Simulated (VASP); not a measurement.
Write the native input for VASP 6.6.1 that does the following.

```yaml
Task: single point
Functional: PBE
Potentials_or_basis: VASP PAW PBE potentials, release 64 (Mg, O)
Cutoff: 520 eV
k_mesh: 12 × 12 × 7
Occupations: fermi-dirac, width 0.08 eV
Spin: no spin polarisation
Dipole_correction: no
Further_INCAR_settings: ALGO = Normal; EDIFF = 1e-06; NBANDS = 16
```

The structure of MgO (wurtzite type) lies in POSCAR:

```
MgO
1.0
    3.1979144443      0.0000000000      0.0000000000
   -1.5989572222      2.7694751478      0.0000000000
    0.0000000000      0.0000000000      3.8750660067
Mg O
2 2
Direct
    0.3333333333      0.6666666667     -0.0619999431
    0.6666666667      0.3333333333      0.4380000569
    0.3333333333      0.6666666667      0.4379999431
    0.6666666667      0.3333333333      0.9379999431
```

One way to write it, as run:

INCAR

```
SYSTEM = MgO
PREC = Accurate
ENCUT = 520
EDIFF = 1E-6
ISMEAR = -1
SIGMA = 0.08
LREAL = .False.
LASPH = .True.
NELM = 100
ALGO = Normal
ISIF = 2
LWAVE = .False.
LCHARG = .True.
GGA = PE
LELF = .True.
LVHAR = .True.
NBANDS = 16
```

KPOINTS

```
Automatic mesh
0
Gamma
  12 12 7
  0 0 0
```

Potentials or basis: VASP PAW PBE potentials, release 64 (Mg, O).

Run with:

```bash
$ cat potpaw_PBE.64/Mg/POTCAR potpaw_PBE.64/O/POTCAR > POTCAR
$ mpirun -np 1 vasp_std > vasp.out
```

Results of the run:

* Pressure: 62.2 GPa
* Band gap on the k mesh: 4.77 eV, direct

It took 24 s on 1 thread of Intel(R) Xeon(R) Platinum 8488C (Sapphire Rapids) (shared host), peak memory 0.17 GiB.
